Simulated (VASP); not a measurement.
## Ni: single point with PBEsol

Ni:

```
Ni
1.0
     0.00000   -1.73158   -1.73158
     0.00000    1.73158   -1.73158
     3.46315    0.00000    0.00000
Ni
2
Direct
  0.50000 0.50000 0.41337
  0.00000 0.00000 0.08663
```

This cell differs from its parent crystal: atoms displaced along a vibrational mode.

| Item | Value |
| --- | --- |
| Program | VASP 6.6.1 |
| Task | single point |
| Functional | PBEsol |
| Potentials or basis | VASP PAW PBE potentials, release 64 (Ni) |
| Cutoff | 520 eV |
| k mesh | 24 × 24 × 18 |
| Occupations | gaussian, width 0.15 eV |
| Spin | collinear spin, ferromagnetic start |
| Starting moments | [0.73, 0.73] μB |

The pressure is 54.0 GPa, the largest force is 7.068 eV/Å and the net moment is 1.24 μB per cell. The site moments are Ni +0.61 μB and the valence electrons inside the program's atomic spheres are Ni 9.76.

Forces on the atoms (eV/Å):
```
Ni   7.068  0.000  0.000
Ni  -7.068  0.000  0.000
```

Stress tensor (GPa, compression positive):
```
35.85  0.00  0.00
 0.00 63.06  0.00
 0.00  0.00 63.06
```

Levels at points of the mesh, in eV from the Fermi level:
Spin up:
| k point | band 9 | band 10 | band 11 | band 12 | band 13 | band 14 |
| --- | --- | --- | --- | --- | --- | --- |
| (0.00, 0.00, 0.00) | -0.88 | -0.88 | -0.56 | 4.79 | 7.58 | 15.12 |
| (0.50, 0.00, 0.00) | -0.58 | -0.58 | 0.77 | 0.77 | 9.47 | 9.47 |
| (0.50, 0.50, 0.00) | -0.81 | -0.81 | 2.34 | 2.34 | 9.41 | 9.41 |
| (0.00, 0.00, 0.50) | -1.34 | -1.34 | -0.61 | -0.39 | 18.13 | 18.26 |
| (0.50, 0.00, 0.50) | -0.36 | -0.36 | 0.23 | 0.23 | 5.39 | 5.39 |
| (0.50, 0.50, 0.50) | -0.81 | -0.81 | 5.73 | 5.73 | 9.30 | 9.30 |
Spin down:
```csv
k point,band 8,band 9,band 10,band 11,band 12,band 13
"(0.00, 0.00, 0.00)",-1.60,-0.12,-0.12,0.38,4.95,7.84
"(0.50, 0.00, 0.00)",-1.17,0.25,0.25,1.20,1.20,9.55
"(0.50, 0.50, 0.00)",-0.47,-0.23,-0.23,2.38,2.38,9.70
"(0.00, 0.00, 0.50)",-1.87,-0.61,-0.61,0.19,0.33,18.14
"(0.50, 0.00, 0.50)",-1.52,0.47,0.47,0.48,0.48,5.72
"(0.50, 0.50, 0.50)",-0.74,-0.23,-0.23,5.91,5.91,9.44
```

Wall time 14 min on 1 thread of Oxide Virtual Turin-like Processor, on a shared host, peak memory 0.55 GiB.

Caveat: the cell differs from its parent crystal (atoms displaced along a vibrational mode); the stress differs along the axes, from 36 to 63 GPa; the PAW data sets were made with another functional, which shifts forces and pressure a little.
